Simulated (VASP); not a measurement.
## CdSe: relaxation of shape and atoms at fixed volume with PBE

The system is CdSe.

```xyz
4
Lattice="4.4269 0.0000 0.0000 -2.2135 3.8338 0.0000 0.0000 0.0000 7.2264" Properties=species:S:1:pos:R:3 pbc="T T T"
Cd    0.0000    2.5559    0.0335
Cd    2.2135    1.2779    3.6467
Se    0.0000    2.5559    2.7487
Se    2.2135    1.2779    6.3619
```

```json
{"Program": "VASP 6.6.1", "Task": "relaxation of shape and atoms at fixed volume", "Functional": "PBE", "Potentials or basis": "VASP PAW PBE potentials, release 64 (Cd, Se)", "Cutoff": "500 eV", "k mesh": "9 × 9 × 6", "Occupations": "gaussian, width 0.02 eV", "Spin": "no spin polarisation", "Dipole correction": "no", "Further INCAR settings": "ALGO = Normal; EDIFF = 1e-07; IBRION = 2; EDIFFG = -0.01; NSW = 50; ISIF = 4"}
```

```yaml
Pressure_after_relaxing: -1.0 GPa
Band_gap_on_the_k_mesh: 0.48 eV
```

Final structure:
```
Cd Se
1.0
     4.42691    0.00000    0.00000
    -2.21346    3.83382    0.00000
     0.00000    0.00000    7.22642
Cd Se
2 2
Direct
  0.33333 0.66667 0.00463
  0.66667 0.33333 0.50463
  0.33333 0.66667 0.38037
  0.66667 0.33333 0.88037
```

Levels at points of the mesh, in eV from the valence-band top:
```tsv
k point	band 15	band 16	band 17	band 18	band 19	band 20	band 21	band 22
(0.00, 0.00, 0.00)	-0.65	-0.04	0.00	0.00	0.48	2.11	5.85	5.85
(0.00, 0.00, 0.50)	-0.34	-0.34	-0.34	-0.34	2.20	2.20	5.71	5.71
```

Run time: 2.5 min on 1 thread of Oxide Virtual Turin-like Processor, on a shared host, peak memory 0.25 GiB.

Caveat: semilocal functionals underestimate gaps, and a narrow one can read as zero.
